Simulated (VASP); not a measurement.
GaSb, 2 atoms in the cell. It takes space group F-43m (No. 216, cubic). The conventional cell has a = 6.118 Å, b = 6.118 Å, c = 6.118 Å, α = 90.00°, β = 90.00°, γ = 90.00°. Sb (site symmetry -43m) has 4 Ga at 2.65 Å within 3.5 Å. Within 3.5 Å of Ga (site symmetry -43m) lie 4 Sb at 2.65 Å. 

- Program: VASP 6.6.1
- Task: relaxation of cell and atoms
- Functional: PBE
- Dispersion: D4
- Potentials or basis: VASP PAW PBE potentials, release 64 (Sb, Ga_d)
- Cutoff: 600 eV
- k mesh: 8 × 8 × 8
- Occupations: fermi-dirac, width 0.05 eV
- Spin: no spin polarisation
- Dipole correction: no
- Further INCAR settings: ALGO = Normal; EDIFF = 1e-07; IBRION = 2; EDIFFG = -0.005; NSW = 80; ISIF = 3

Potentials or basis: VASP PAW PBE potentials, release 64 (Sb, Ga_d).

Launch:

```bash
$ cat potpaw_PBE.64/Sb/POTCAR potpaw_PBE.64/Ga_d/POTCAR > POTCAR
$ mpirun -np 1 vasp_std > vasp.out
```

Hardware: 1 thread of Intel(R) Xeon(R) Platinum 8559C (Emerald Rapids), on a shared host.

Estimate the wall time of this run.

Run time: 30 s on 1 thread of Intel(R) Xeon(R) Platinum 8559C (Emerald Rapids), on a shared host, peak memory 0.21 GiB. Counts: scf iterations 25, k points 29, ion steps 3.
